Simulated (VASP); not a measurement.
# Os (P6/mmm) in VASP: further runs

Os is run at these levels: PBEsol; tasks: single point.

All numbers are computed with VASP 6.6.1; they aren't measurements. Logs are shortened: lines on timing, memory, paths and dates and some standing lists are left out, and cuts for length are marked.

### Step 1. The cell of the first run

Symmetry: P6/mmm, No. 191, hexagonal system. Conventional cell: a = 4.285 Å, b = 4.285 Å, c = 2.693 Å, α = 90.00°, β = 90.00°, γ = 120.00°. Within 3.6 Å of Os (site symmetry 6/mmm) lie 14 Os at 2.69 to 2.82 Å. Os (site symmetry -6m2) has 11 Os at 2.47 to 2.82 Å within 3.3 Å.

This isn't the form of Os at room conditions, which is hcp.

### Step 2. Single point, PBEsol

Contents of INCAR:

```
SYSTEM = Os
  PREC = Accurate
  ENCUT = 520
  EDIFF = 1E-6
  ISMEAR = -1
  SIGMA = 0.1
  LREAL = .False.
  LASPH = .True.
  NELM = 100
  ALGO = Normal
  ISIF = 2
  LWAVE = .False.
  LCHARG = .False.
  GGA = PS
  NBANDS = 19
```

Contents of KPOINTS:

```
regular mesh
0
Gamma
  9 9 12
  0 0 0
```

Contents of POSCAR:

```
Os
1.0
    4.2853606649      0.0000000000      0.0000000000
   -2.1426803324      3.7112312002      0.0000000000
    0.0000000000      0.0000000000      2.6931121954
Os
3
Direct
    0.0000000000      0.0000000000      1.0000000000
    0.3333333333      0.6666666667      0.5000000000
    0.6666666667      0.3333333333      0.5000000000
```

Potentials or basis: VASP PAW PBE potentials, release 64 (Os).

Started as:

```bash
> cat potpaw_PBE.64/Os/POTCAR > POTCAR
> mpirun -np 1 vasp_std > vasp.out
```

OUTCAR:

```text
SYSTEM = Os
   PREC = Accurate
   ENCUT = 520
   EDIFF = 1E-6
   ISMEAR = -1
   LREAL = .False.
   LASPH = .True.
   NELM = 100
   ISIF = 2
   GGA = PS

 ion  position               nearest neighbor table
   1  0.000  0.000  0.000-   2 2.82   3 2.82   2 2.82   3 2.82   2 2.82   2 2.82   3 2.82   3 2.82
                             3 2.82   3 2.82   2 2.82   2 2.82
   2  0.333  0.667  0.500-   3 2.47   3 2.47   3 2.47   1 2.82   1 2.82   1 2.82   1 2.82   1 2.82
                             1 2.82
   3  0.667  0.333  0.500-   2 2.47   2 2.47   2 2.47   1 2.82   1 2.82   1 2.82   1 2.82   1 2.82
                             1 2.82

  LATTYP: Found a hexagonal cell.
 ALAT       =     4.2853606649
 C/A-ratio  =     0.6284446995

  Lattice vectors:

 A1 = (   4.2853606649,   0.0000000000,   0.0000000000)
 A2 = (  -2.1426803324,   3.7112312002,   0.0000000000)
 A3 = (   0.0000000000,   0.0000000000,   2.6931121954)

Analysis of symmetry for initial positions (statically):
=====================================================================
 Subroutine PRICEL returns:
 Original cell was already a primitive cell.

 Routine SETGRP: Setting up the symmetry group for a
 hexagonal supercell.

 Subroutine GETGRP returns: Found 24 space group operations
 (whereof 24 operations were pure point group operations)
 out of a pool of 24 trial point group operations.

The static configuration has the point symmetry D_6h.

Analysis of symmetry for dynamics (positions and initial velocities):
=====================================================================
 Subroutine PRICEL returns:
 Original cell was already a primitive cell.

 Routine SETGRP: Setting up the symmetry group for a
 hexagonal supercell.

 Subroutine GETGRP returns: Found 24 space group operations
 (whereof 24 operations were pure point group operations)
 out of a pool of 24 trial point group operations.

The dynamic configuration has the point symmetry D_6h.

 Subroutine INISYM returns: Found 24 space group operations
 (whereof 24 operations are pure point group operations),
 and found     1 'primitive' translations

----------------------------------------------------------------------------------------

                                     Primitive cell

  volume of cell :      42.8312

  direct lattice vectors                    reciprocal lattice vectors
     4.285360665  0.000000000  0.000000000     0.233352588  0.134726179  0.000000000
    -2.142680332  3.711231200  0.000000000     0.000000000  0.269452359  0.000000000
     0.000000000  0.000000000  2.693112195     0.000000000  0.000000000  0.371317616

  length of vectors
     4.285360665  4.285360665  2.693112195     0.269452359  0.269452359  0.371317616

  position of ions in fractional coordinates (direct lattice)
     0.000000000  0.000000000  0.000000000
     0.333333333  0.666666667  0.500000000
     0.666666667  0.333333333  0.500000000

  ion indices of the primitive-cell ions
   primitive index   ion index
                 1           1
                 2           2
                 3           3

----------------------------------------------------------------------------------------

 KPOINTS: regular mesh

Automatic generation of k-mesh.
 Grid dimensions read from file:
 generate k-points for:    9    9   12

 Generating k-lattice:

  Cartesian coordinates                     Fractional coordinates (reciprocal lattice)
     0.025928065  0.014969575  0.000000000     0.111111111  0.000000000  0.000000000
     0.000000000  0.029939151  0.000000000     0.000000000  0.111111111  0.000000000
     0.000000000  0.000000000  0.030943135     0.000000000  0.000000000  0.083333333

  Length of vectors
     0.029939151  0.029939151  0.030943135

  Shift w.r.t. Gamma in fractional coordinates (k-lattice)
     0.000000000  0.000000000  0.000000000

 Subroutine IBZKPT returns following result:
 ===========================================

 Found     84 irreducible k-points:

 Following reciprocal coordinates:
            Coordinates               Weight
  0.000000  0.000000  0.000000      1.000000
  0.111111  0.000000  0.000000      6.000000
  0.222222  0.000000  0.000000      6.000000
  0.333333  0.000000  0.000000      6.000000
  0.444444  0.000000  0.000000      6.000000
  0.111111  0.111111  0.000000      6.000000
[... 16 lines left out ...]
  0.333333  0.222222  0.083333     24.000000
  0.333333  0.333333  0.083333      4.000000
 [... further k-points ...]
   k-points           NKPTS =     84   k-points in BZ     NKDIM =     84   number of bands    NBANDS=     19
   number of dos      NEDOS =    301   number of ions     NIONS =      3
   total plane-waves  NPLWV =  20480
   dimension x,y,z NGX =    32 NGY =   32 NGZ =   20
   dimension x,y,z NGXF=    64 NGYF=   64 NGZF=   40
   ions per type =               3
   NGX,Y,Z   is equivalent  to a cutoff of  12.41, 12.41, 12.35 a.u.
   NGXF,Y,Z  is equivalent  to a cutoff of  24.83, 24.83, 24.69 a.u.
 SYSTEM =  Os
   PREC   = accura    normal or accurate (medium, high low for compatibility)
   ISTART =      0    job   : 0-new  1-cont  2-samecut
   ICHARG =      2    charge: 1-file 2-atom 10-const
   ISPIN  =      1    spin polarized calculation?
   LNONCOLLINEAR =      F non collinear calculations
   LSORBIT =      F    spin-orbit coupling
   LASPH  =      T    aspherical Exc in radial PAW
   ENCUT  =  520.0 eV  38.22 Ry    6.18 a.u.   7.97  7.97  5.01*2*pi/ulx,y,z
   NELM   =    100;   NELMIN=  2; NELMDL= -5     # of ELM steps
   EDIFF  = 0.1E-05   stopping-criterion for ELM
   LREAL  =      F    real-space projection
   EDIFFG = 0.1E-04   stopping-criterion for IOM
   NSW    =      0    number of steps for IOM
   IBRION =     -1    ionic relax: 0-MD 1-quasi-New 2-CG
   NFREE  =      0    steps in history (QN), initial steepest desc. (CG)
   ISIF   =      2    stress and relaxation
   ISYM   =      2    0-nonsym 1-usesym 2-fastsym
   POTIM  = 0.5000    time-step for ionic-motion
   TEBEG  =    0.0;   TEEND  =   0.0 temperature during run
   PSTRESS=    0.0 pullay stress
   NELECT =      24.0000    total number of electrons
   NUPDOWN=      -1.0000    fix difference up-down
   EMIN   =  10.00;   EMAX   =-10.00  energy-range for DOS
   EFERMI =   0.00;   METHOD = LEGACY
   ISMEAR =    -1;   SIGMA  =   0.10  broadening in eV -4-tet -1-fermi 0-gaus
   EFERMI_NEDOS =   21; number of points for ismear=-14 and -15
   IALGO  =     38    algorithm
   IMIX   =      4    mixing-type and parameters
     AMIX     =   0.40;   BMIX     =  1.00
     AMIX_MAG =   1.60;   BMIX_MAG =  1.00
  volume/ion in A,a.u.               =      14.28        96.35
  Fermi-wavevector in a.u.,A,eV,Ry     =   1.349663  2.550493 24.784235  1.821590
  Thomas-Fermi vector in A             =   2.477231
   LORBIT       =      0    0 simple, 1 ext, 2 COOP (PROOUT), +10 PAW based schemes
   GGA     = PS    functional components
   LHFCALC =     F    Hartree Fock is set to
   AEXX    =    0.0000 exact exchange contribution
   IVDW    =     0    specifies the selected vdW correction
   LEPSILON=     F    determine dielectric tensor
   LRPA    =     F    only Hartree local field effects (RPA)
 non-spin polarized calculation
  energy-cutoff  :      520.00
  volume of cell :       42.83
 maximum number of plane-waves:      1174
 NGX is ok and might be reduce to    32
   NGX = 15   NGY = 15   NGZ = 11

 number of electron      23.9999997 magnetization

 Free energy of the ion-electron system (eV)
  ---------------------------------------------------
  ext. energy  EPLUGINS =         0.00000000
  ---------------------------------------------------
  free energy    TOTEN  =       -35.65232519 eV

  energy without entropy =      -35.56876472  energy(sigma->0) =      -35.61054496

 E-fermi :   9.2328     XC(G=0): -14.0173

 val. band max:        9.2263991276   @ k =   0.3333   0.0000   0.0833
 cond. band min:       9.2340448026   @ k =   0.3333   0.2222   0.4167
 fundamental gap:      0.0076456750
 Fermi energy:         9.2327681427

 k-point     1 :       0.0000    0.0000    0.0000
  band No.  band energies     occupation
      1      -1.7921      2.00000
      2       2.0648      2.00000
      3       4.7650      2.00000
      4       4.9687      2.00000
      5       4.9687      2.00000
      6       5.0010      2.00000
[... 11 lines left out ...]
     18      17.9312      0.00000
     19      18.9516      0.00000

 k-point     2 :       0.1111    0.0000    0.0000
  band No.  band energies     occupation
      1      -1.5856      2.00000
      2       2.1358      2.00000
      3       3.9223      2.00000
      4       4.4453      2.00000
      5       4.5401      2.00000
      6       5.4541      2.00000
[... 11 lines left out ...]
     18      17.0334      0.00000
     19      17.2043      0.00000

 k-point     3 :       0.2222    0.0000    0.0000
  band No.  band energies     occupation
      1      -0.9941      2.00000
      2       2.2126      2.00000
      3       3.0339      2.00000
      4       3.9494      2.00000
      5       4.1458      2.00000
      6       5.3921      2.00000
[... 11 lines left out ...]
     18      15.1731      0.00000
     19      17.5168      0.00000

 k-point     4 :       0.3333    0.0000    0.0000
  band No.  band energies     occupation
      1      -0.1063      2.00000
      2       1.7879      2.00000
      3       2.7417      2.00000
      4       3.5533      2.00000
      5       4.0625      2.00000
      6       5.0309      2.00000
[... 11 lines left out ...]
     18      13.4401      0.00000
     19      18.0224      0.00000

 k-point     5 :       0.4444    0.0000    0.0000
  band No.  band energies     occupation
      1       0.8884      2.00000
      2       1.4347      2.00000
      3       2.0386      2.00000
      4       3.8973      2.00000
      5       4.1075      2.00000
      6       4.4873      2.00000
[... 11 lines left out ...]
     18      12.0744      0.00000
     19      18.3506      0.00000

 k-point     6 :       0.1111    0.1111    0.0000
  band No.  band energies     occupation
      1      -1.1875      2.00000
      2       2.2260      2.00000
      3       3.3879      2.00000
      4       3.5494      2.00000
      5       4.6884      2.00000
      6       5.4624      2.00000
[... 11 lines left out ...]
     18      15.4213      0.00000
     19      17.7564      0.00000

 k-point     7 :       0.2222    0.1111    0.0000
  band No.  band energies     occupation
      1      -0.4562      2.00000
      2       2.0412      2.00000
      3       2.7453      2.00000
      4       3.3307      2.00000
      5       4.4596      2.00000
      6       5.3524      2.00000
[... 11 lines left out ...]
     18      13.8549      0.00000
     19      18.4597      0.00000

 k-point     8 :       0.3333    0.1111    0.0000
  band No.  band energies     occupation
      1       0.4595      2.00000
      2       1.5586      2.00000
      3       2.2612      2.00000
      4       3.6619      2.00000
      5       4.2723      2.00000
      6       4.8837      2.00000
[... 256 lines left out ...]
 k-point    20 :       0.3333    0.1111    0.0833
  band No.  band energies     occupation
      1       0.6453      2.00000
      2       1.7196      2.00000
      3       2.4361      2.00000
      4       3.7510      2.00000
      5       4.3050      2.00000
      6       4.9913      2.00000
[... 11 lines left out ...]
     18      12.7234      0.00000
     19      18.8303      0.00000

 k-point    21 :       0.4444    0.1111    0.0833
  band No.  band energies     occupation
      1       1.2472      2.00000
      2       1.7768      2.00000
      3       1.7782      2.00000
      4       4.2053      2.00000
      5       4.2670      2.00000
      6       4.4730      2.00000
[... 11 lines left out ...]
     18      11.7933      0.00000
     19      18.9811      0.00000

 k-point    22 :       0.2222    0.2222    0.0833
  band No.  band energies     occupation
      1       0.4693      2.00000
      2       1.8446      2.00000
      3       2.3569      2.00000
      4       3.6578      2.00000
      5       4.6017      2.00000
      6       5.3292      2.00000
[... 11 lines left out ...]
     18      12.7588      0.00000
     19      20.0061      0.00000

 k-point    23 :       0.3333    0.2222    0.0833
  band No.  band energies     occupation
      1       1.0551      2.00000
      2       1.6588      2.00000
      3       1.9951      2.00000
      4       4.1417      2.00000
      5       4.4510      2.00000
      6       4.9892      2.00000
[... 11 lines left out ...]
     18      11.8307      0.00000
     19      20.4622      0.00000

 k-point    24 :       0.3333    0.3333    0.0833
  band No.  band energies     occupation
      1       1.0693      2.00000
      2       1.8265      2.00000
      3       1.8265      2.00000
      4       4.3988      2.00000
      5       4.3988      2.00000
      6       5.0075      2.00000
[... 11 lines left out ...]
     18      11.5115      0.00000
     19      21.6160      0.00000

 [... further k-points ...]

------------------------ aborting loop because EDIFF is reached ----------------------------------------

  FORCE on cell =-STRESS in cart. coord.  units (eV):
  Direction    XX          YY          ZZ          XY          YZ          ZX
  --------------------------------------------------------------------------------------
  -------------------------------------------------------------------------------------
  Total        0.0753107      0.0753107      0.1286575      0.0000000     -0.0000000      0.0000000
  in kB        2.8171336      2.8171336      4.8126677      0.0000000     -0.0000000      0.0000000
  external PRESSURE =       3.4823116 kB  Pullay stress =       0.0000000 kB

 VOLUME and BASIS-vectors are now :
 -----------------------------------------------------------------------------
  energy-cutoff  :      520.00
  volume of cell :       42.83
      direct lattice vectors                 reciprocal lattice vectors
     4.285360665  0.000000000  0.000000000     0.233352588  0.134726179  0.000000000
    -2.142680332  3.711231200  0.000000000     0.000000000  0.269452359  0.000000000
     0.000000000  0.000000000  2.693112195     0.000000000  0.000000000  0.371317616

 POSITION                                       TOTAL-FORCE (eV/Angst)
 -----------------------------------------------------------------------------------
      0.00000      0.00000      0.00000         0.000000      0.000000     -0.000000
     -0.00000      2.47415      1.34656         0.000000      0.000000     -0.000000
      2.14268      1.23708      1.34656        -0.000000     -0.000000      0.000000
 -----------------------------------------------------------------------------------
    total drift:                               -0.000000      0.000000      0.000000

  FREE ENERGIE OF THE ION-ELECTRON SYSTEM (eV)
  ---------------------------------------------------
  free  energy   TOTEN  =       -35.6523251935 eV

  energy  without entropy=      -35.5687647195  energy(sigma->0) =      -35.61054496
```

Wall time 58 s (1 thread of Intel Xeon Platinum 8488C (Sapphire Rapids), shared host); peak memory 0.18 GiB.

What came out:

- Free energy: -35.6523 eV
- Pressure: 0.3 GPa
- Band gap on the k mesh: zero (bands 12 and 13 overlap by 2.92 eV)

Levels at points of the mesh, in eV from the Fermi level:
| k point | band 10 | band 11 | band 12 | band 13 | band 14 | band 15 |
| --- | --- | --- | --- | --- | --- | --- |
| (0.00, 0.00, 0.00) | -2.47 | -1.62 | -1.62 | -1.56 | -1.56 | 2.42 |
| (0.00, 0.00, 0.50) | -2.41 | 1.02 | 1.02 | 1.95 | 1.95 | 3.44 |

Caveat: the PAW data sets were made with another functional, which shifts forces and pressure a little; spin-orbit coupling is left out, which moves the levels of the heavy elements.

### Step 3. Single point, PBEsol (13.71 Å³/atom)

This run uses another cell than the first one, of 13.71 Å³/atom.

Contents of INCAR:

```
SYSTEM = Os
PREC = Accurate ; ENCUT = 520
EDIFF = 1E-6 ; ISMEAR = -1
SIGMA = 0.1 ; LREAL = .FALSE.
LASPH = .TRUE. ; NELM = 100
ALGO = Normal ; ISIF = 2
LWAVE = .FALSE. ; LCHARG = .FALSE.
GGA = PS ; NBANDS = 19
```

Contents of KPOINTS:

```
regular mesh
0
G
  10 10 13
  0 0 0
```

Contents of POSCAR:

```
Os
1.0
    4.2274432858      0.0000000000      0.0000000000
   -2.1137216429      3.6610732786      0.0000000000
    0.0000000000      0.0000000000      2.6567143256
Os
3
Direct
    0.0000000000      0.0000000000      1.0000000000
    0.3333333333      0.6666666667      0.5000000000
    0.6666666667      0.3333333333      0.5000000000
```

Potentials or basis: VASP PAW PBE potentials, release 64 (Os).

Started as:

```bash
> cat potpaw_PBE.64/Os/POTCAR > POTCAR
> mpirun -np 1 vasp_std > vasp.out
```

Wall time 62 s (1 thread of Intel Xeon Platinum 8488C (Sapphire Rapids), shared host); peak memory 0.19 GiB.

Results (log left out):

```
Free energy            : -35.5601 eV
Pressure               : 19.0 GPa
Band gap on the k mesh : zero (bands 12 and 13 overlap by 2.77 eV)
```

Stress tensor (GPa, compression positive):
```
19.45  0.00  0.00
 0.00 19.45  0.00
 0.00  0.00 18.08
```

Levels at points of the mesh, in eV from the Fermi level:
| k point | band 8 | band 9 | band 10 | band 11 | band 12 | band 13 | band 14 | band 15 | band 16 | band 17 |
| --- | --- | --- | --- | --- | --- | --- | --- | --- | --- | --- |
| (0.00, 0.00, 0.00) | -3.56 | -2.59 | -2.59 | -1.70 | -1.70 | -1.64 | -1.64 | 2.64 | 2.64 | 7.57 |
| (0.50, 0.00, 0.00) | -3.39 | -3.24 | -1.39 | -1.36 | 0.03 | 0.38 | 1.34 | 1.36 | 1.45 | 1.67 |

Caveat: the cell stands under pressure; the PAW data sets were made with another functional, which shifts forces and pressure a little; spin-orbit coupling is left out, which moves the levels of the heavy elements.

(Part 1 of 2 ends here.)
